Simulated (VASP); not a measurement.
Input of a VASP 6.6.1 run:

INCAR

```
ALGO = Fast
EDIFF = 1E-6
ENCUT = 520
GGA = CA
ISIF = 2
ISMEAR = 0
ISPIN = 2
LASPH = True
LCHARG = False
LMAXMIX = 4
LORBIT = 11
LREAL = False
LWAVE = False
MAGMOM = 0.2 0.2
NBANDS = 21
NELM = 150
NUPDOWN = 0.4
PREC = Accurate
SIGMA = 0.15
```

KPOINTS

```
k-points
0
Gamma
  21 21 10
```

File POSCAR:

```
Pt
1.0
    2.7082945876      0.0000000000      0.0000000000
   -1.3541472938      2.3454519138      0.0000000000
    0.0000000000      0.0000000000      4.6765103647
Pt
2
Direct
    0.6666666667      0.3333333333      0.7500000000
    0.3333333333      0.6666666667      0.2500000000
```

Potentials or basis: VASP PAW LDA potentials, release 64 (Pt).

Launch:

```bash
$ cat potpaw_LDA.64/Pt/POTCAR > POTCAR
$ mpirun -np 1 vasp_std > vasp.out
```

Task: Predict the pressure.

Result: 1.1 GPa.

Stress tensor (GPa, compression positive):
```
 1.71  0.00  0.00
 0.00  1.71  0.00
 0.00  0.00 -0.17
```

Caveat: the total moment is fixed, so each spin has its own Fermi level.
